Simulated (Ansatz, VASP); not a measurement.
# LiH in VASP and in Ansatz

File INCAR:

```
SYSTEM = LiH
ALGO = Normal ; EDIFF = 1E-6
ENCUT = 520 ; GGA = CA
ISIF = 2 ; ISMEAR = 0
LASPH = .TRUE. ; LCHARG = .FALSE.
LREAL = .FALSE. ; LWAVE = .FALSE.
NBANDS = 9 ; NELM = 100
PREC = Accurate ; SIGMA = 0.1
```

Contents of KPOINTS:

```
k-points
0
G
  10 10 10
  0 0 0
```

Contents of POSCAR:

```
LiH
1.0
    0.0000000000      2.0086193919      2.0086193919
    2.0086193919      0.0000000000      2.0086193919
    2.0086193919      2.0086193919      0.0000000000
Li H
1 1
Direct
    0.0000000000      0.0000000000      0.0000000000
    0.5000000000      0.5000000000      0.5000000000
```

Input for Ansatz:

```yaml
crystal:
  lattice:
    - [0.0, 2.0086193919, 2.0086193919]
    - [2.0086193919, 0.0, 2.0086193919]
    - [2.0086193919, 2.0086193919, 0.0]
  atoms:
    - { symbol: Li, position: [0.0, 0.0, 0.0] }
    - { symbol: H, position: [0.5, 0.5, 0.5] }
basis:
  ecutrho_ratio: 8
kpoints:
  mp_grid: { grid: [10, 10, 10] }
hamiltonian:
  xc: lda
scf:
  occupations: { method: gaussian, width: 0.1 }
output:
  forces: true
  stress: true
  eigenvalues: true
```

Alike in both runs: task single point; functional LDA; k mesh 10 × 10 × 10; occupations gaussian, width 0.1 eV; no spin polarisation.

|  | VASP | Ansatz |
| --- | --- | --- |
| version | VASP 6.6.1 | Ansatz 0.2.0 |
| potentials or method | VASP PAW LDA potentials, release 64 (Li_sv, H) | scalar-relativistic, plane waves, PAW |
| plane-wave cutoff (eV) | 520 | 420 |
| valence electrons in the cell | 4 | 4 |

Ansatz gave:

| Quantity | Value |
| --- | --- |
| gap on the k mesh at the Fermi level (eV) | 2.62 |
| least direct gap on the mesh (eV) | 2.62 |

**Question.** What did VASP give for the same quantities?

**Answer.** gap on the k mesh at the Fermi level (eV): 2.61; least direct gap on the mesh (eV): 2.61.

LDA's correlation is that of Perdew and Zunger in VASP and of Perdew and Wang (1992) in Ansatz.

Noted on VASP's run: the cutoff is short for stress, so the pressure is rough.
